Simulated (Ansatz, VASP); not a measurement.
Two plane-wave programs on Mg

```xyz
1
Lattice="3.0503 0.0000 0.0000 -1.5251 2.6416 0.0000 0.0000 0.0000 3.0448" Properties=species:S:1:pos:R:3 pbc="T T T"
Mg    0.0000    0.0000    0.0000
```

Alike in both runs: task single point; functional PBE; k mesh 6 × 6 × 6; occupations gaussian, width 0.1 eV; no spin polarisation.

|  | VASP | Ansatz |
| --- | --- | --- |
| version | VASP 6.6.1 | Ansatz 0.2.0 |
| potentials or method | VASP PAW PBE potentials, release 64 (Mg), cutoff 600 eV | scalar-relativistic, plane waves, PAW |
| valence electrons in the cell | 2 | 10 |

|  | VASP | Ansatz | Ansatz less VASP |
| --- | --- | --- | --- |
| gap on the k mesh at the Fermi level (eV) | none | none | - |
| pressure (GPa) | 0.9 | 1.0 | +0.08 |
| traceless stress, the component that is largest in VASP (GPa) | 0.17 | 0.15 | -0.015 |

A gap of «none» marks a metal or a gap that the smearing closes. With one functional, cell and mesh, what is left measures potentials, basis and numerics. VASP's potentials hold 2 valence electrons a cell and Ansatz's 10, so a difference there can come from the potentials and not from the codes.

The k mesh is coarse, so the values compare programs but aren't converged.
